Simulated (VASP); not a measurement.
# FeO (Fm-3m) in VASP: notebook, part 2 of 2

VASP 6.6.1.

## (3) Single point, PBE, collinear spin, ferromagnetic start

INCAR

```
SYSTEM = FeO
ALGO     = Normal         ! electronic algorithm
EDIFF    = 1E-6           ! SCF threshold, eV
ENCUT    = 700            ! plane-wave cutoff, eV
GGA      = PE             ! functional
GGA_COMPAT= .FALSE.      
ISIF     = 2              ! what is computed and relaxed
ISMEAR   = -1             ! smearing method
ISPIN    = 2              ! spin polarisation
LASPH    = .TRUE.         ! aspherical terms in the spheres
LCHARG   = .TRUE.         ! write CHGCAR
LELF     = .TRUE.         ! ELF
LMAXMIX  = 4              ! l up to which the mixer works
LORBIT   = 11             ! projections on sites
LREAL    = .FALSE.        ! projectors in reciprocal space
LVHAR    = .TRUE.       
LWAVE    = .FALSE.        ! write WAVECAR
MAGMOM   = 3 0            ! initial moments
NBANDS   = 22             ! bands
NELM     = 200            ! most SCF steps
PREC     = Accurate       ! precision mode
SIGMA    = 0.05           ! smearing width, eV
```

KPOINTS

```
k-points
0
G
  6 6 6
  0 0 0
```

POSCAR

```
FeO
1.0
    0.0000000000      2.1554001600      2.1554001600
    2.1554001600      0.0000000000      2.1554001600
    2.1554001600      2.1554001600      0.0000000000
Fe O
1 1
Direct
    0.0000000000      0.0000000000      0.0000000000
    0.5000000000      0.5000000000      0.5000000000
```

Potentials or basis: VASP PAW PBE potentials, release 64 (Fe_sv, O).

Started as:

```
$ cat potpaw_PBE.64/Fe_sv/POTCAR potpaw_PBE.64/O/POTCAR > POTCAR
$ mpirun -np 1 vasp_std > vasp.out
```

OUTCAR:

```text
SYSTEM = FeO
   EDIFF = 1E-6
   ENCUT = 700
   GGA = PE
   ISIF = 2
   ISMEAR = -1
   ISPIN = 2
   LASPH = .TRUE.
   LORBIT = 11
   LREAL = .FALSE.
   NELM = 200
   PREC = Accurate

 ion  position               nearest neighbor table
   1  0.000  0.000  0.000-   2 2.16   2 2.16   2 2.16   2 2.16   2 2.16   2 2.16
   2  0.500  0.500  0.500-   1 2.16   1 2.16   1 2.16   1 2.16   1 2.16   1 2.16

  LATTYP: Found a face centered cubic cell.
 ALAT       =     4.3108003200

  Lattice vectors:

 A1 = (   0.0000000000,   2.1554001600,   2.1554001600)
 A2 = (   2.1554001600,   0.0000000000,   2.1554001600)
 A3 = (   2.1554001600,   2.1554001600,   0.0000000000)

Analysis of symmetry for initial positions (statically):
=====================================================================
 Subroutine PRICEL returns:
 Original cell was already a primitive cell.

 Routine SETGRP: Setting up the symmetry group for a
 face centered cubic supercell.

 Subroutine GETGRP returns: Found 48 space group operations
 (whereof 48 operations were pure point group operations)
[... 587 lines left out ...]
      5     -10.4437      1.00000
      6       6.4888      1.00000
[... 389 lines left out ...]
     21      39.5089      0.00000
     22      39.6702      0.00000

------------------------ aborting loop because EDIFF is reached ----------------------------------------

  FORCE on cell =-STRESS in cart. coord.  units (eV):
  Direction    XX          YY          ZZ          XY          YZ          ZX
  --------------------------------------------------------------------------------------
  -------------------------------------------------------------------------------------
  Total       -0.1295811     -0.1295811     -0.1295811     -0.0000000     -0.0000000      0.0000000
  in kB      -10.3666500    -10.3666500    -10.3666500     -0.0000000     -0.0000000      0.0000000
  external PRESSURE =     -10.3666500 kB  Pullay stress =       0.0000000 kB

 VOLUME and BASIS-vectors are now :
 -----------------------------------------------------------------------------
  energy-cutoff  :      700.00
  volume of cell :       20.03
      direct lattice vectors                 reciprocal lattice vectors
     0.000000000  2.155400160  2.155400160    -0.231975486  0.231975486  0.231975486
     2.155400160  0.000000000  2.155400160     0.231975486 -0.231975486  0.231975486
     2.155400160  2.155400160  0.000000000     0.231975486  0.231975486 -0.231975486

 POSITION                                       TOTAL-FORCE (eV/Angst)
 -----------------------------------------------------------------------------------
      0.00000      0.00000      0.00000        -0.000000      0.000000     -0.000000
      2.15540      2.15540      2.15540         0.000000     -0.000000      0.000000
 -----------------------------------------------------------------------------------
    total drift:                                0.000000      0.000000      0.000000

  FREE ENERGIE OF THE ION-ELECTRON SYSTEM (eV)
  ---------------------------------------------------
  free  energy   TOTEN  =       -15.0362555435 eV

  energy  without entropy=      -15.0222090234  energy(sigma->0) =      -15.02923228

 total charge

# of ion       s       p       d       tot
------------------------------------------
    1        2.103   5.998   5.514  13.615
    2        1.552   3.443   0.000   4.995
--------------------------------------------------
tot          3.655   9.441   5.514  18.610

 magnetization (x)

# of ion       s       p       d       tot
------------------------------------------
    1        0.016   0.010   3.454   3.480
    2        0.031   0.264   0.000   0.295
--------------------------------------------------
tot          0.046   0.274   3.454   3.775
```

Run time: 20 s. Hardware: 1 thread of Intel Xeon Platinum 8488C (Sapphire Rapids), shared host; peak memory 0.17 GiB.

Results:

| Item | Value |
| --- | --- |
| Free energy | -15.0363 eV |
| Pressure | -1.0 GPa |
| Band gap on the k mesh | zero (filled and empty bands overlap) |
| Net moment | 4.00 μB per cell |
| Site moments | Fe +3.48; O +0.29 μB |
| Valence electrons inside the program's atomic spheres | Fe 13.62; O 5.00 |

Caveat: the k points lie up to 0.42 Å⁻¹ apart, too coarse for converged energies and pressures of a metal; a cell with one magnetic atom can't hold antiferromagnetic order, which such compounds often take; semilocal functionals often make such compounds metallic where correlation or magnetic order opens a gap, which also shifts bond lengths.

## (4) Single point, RPBE, collinear spin, ferromagnetic start

INCAR

```
SYSTEM = FeO
PREC     = Accurate       ! precision mode
ENCUT    = 700            ! plane-wave cutoff, eV
EDIFF    = 1E-6           ! SCF threshold, eV
ISMEAR   = -1             ! smearing method
SIGMA    = 0.05           ! smearing width, eV
LREAL    = .FALSE.        ! projectors in reciprocal space
LASPH    = .TRUE.         ! aspherical terms in the spheres
NELM     = 200            ! most SCF steps
ALGO     = Normal         ! electronic algorithm
ISIF     = 2              ! what is computed and relaxed
LWAVE    = .FALSE.        ! write WAVECAR
LCHARG   = .FALSE.        ! write CHGCAR
ISPIN    = 2              ! spin polarisation
MAGMOM   = 3 0            ! initial moments
LORBIT   = 11             ! projections on sites
LMAXMIX  = 4              ! l up to which the mixer works
GGA      = RP             ! functional
NBANDS   = 22             ! bands
GGA_COMPAT= .FALSE.
```

KPOINTS

```
regular mesh
0
G
  6 6 6
  0 0 0
```

POSCAR is that of step 3.

Started as:

```
$ cat potpaw_PBE.64/Fe_sv/POTCAR potpaw_PBE.64/O/POTCAR > POTCAR
$ mpirun -np 1 vasp_std > vasp.out
```

It took 15 s on 1 thread of AMD EPYC 9R45 (Zen 5), shared host; peak memory 0.14 GiB.

It converged, with:

```
Free energy                                           : -14.2202 eV
Pressure                                              : 4.5 GPa
Band gap on the k mesh                                : zero (filled and empty bands overlap)
Net moment                                            : 4.00 μB per cell
Site moments                                          : Fe +3.49; O +0.29 μB
Valence electrons inside the program's atomic spheres : Fe 13.62; O 5.01
```

Levels at points of the mesh, in eV from the Fermi level:
Spin up:
```
           k point  band 10  band 11  band 12  band 13  band 14  band 15  band 16  band 17
(0.00, 0.00, 0.00)    -3.92    -3.92    -3.77    -3.77     0.00    15.26    16.94    16.94
(0.50, 0.00, 0.00)    -3.16    -2.59    -0.44    -0.44     4.00     8.43    12.48    12.48
(0.50, 0.50, 0.00)    -3.39    -2.91    -2.89    -2.89     5.24     8.68    10.68    14.66
```
Spin down:
| k point | band 5 | band 6 | band 7 | band 8 | band 9 | band 10 | band 11 | band 12 | band 13 | band 14 |
| --- | --- | --- | --- | --- | --- | --- | --- | --- | --- | --- |
| (0.00, 0.00, 0.00) | -20.39 | -3.37 | -3.37 | -3.37 | -0.74 | -0.74 | -0.74 | 0.26 | 0.26 | 0.79 |
| (0.50, 0.00, 0.00) | -19.22 | -8.09 | -5.22 | -5.22 | 0.40 | 0.40 | 0.59 | 2.82 | 2.82 | 4.43 |
| (0.50, 0.50, 0.00) | -19.21 | -7.00 | -4.54 | -4.54 | -2.14 | 0.74 | 0.74 | 0.80 | 1.19 | 6.64 |

Caveat: the k points lie up to 0.42 Å⁻¹ apart, too coarse for converged energies and pressures of a metal; the PAW data sets were made with another functional, which shifts forces and pressure a little; a cell with one magnetic atom can't hold antiferromagnetic order, which such compounds often take; semilocal functionals often make such compounds metallic where correlation or magnetic order opens a gap, which also shifts bond lengths. With open d or f shells a metallic result of RPBE can be an artefact of self-interaction; +U or a hybrid may open a gap.

## (5) Overview

| level | potentials or basis | gap on the mesh (eV) | pressure (GPa) | moment (μB) |
| --- | --- | --- | --- | --- |
| LDA | VASP PAW LDA potentials, release 64 (Fe_sv, O) | none | -16.6 | 3.98 |
| PBE | VASP PAW PBE potentials, release 64 (Fe_sv, O) | none | -1.0 | 4.00 |
| RPBE | VASP PAW PBE potentials, release 64 (Fe_sv, O) | none | 4.5 | 4.00 |

Alike in all rows: task single point; spin collinear, ferromagnetic start; cell as given; k mesh 6 × 6 × 6; cutoff (eV) 700; smearing fermi-dirac 0.05 eV.

Caveats: all runs use coarse meshes; a cell with one magnetic atom can't hold antiferromagnetic order, which such compounds often take; semilocal functionals often make such compounds metallic where correlation or magnetic order opens a gap, which also shifts bond lengths; the PAW data sets were made with another functional, which shifts forces and pressure a little (at least some runs).

Total energies depend on the potentials used, so only differences within one code and one set of settings carry meaning.
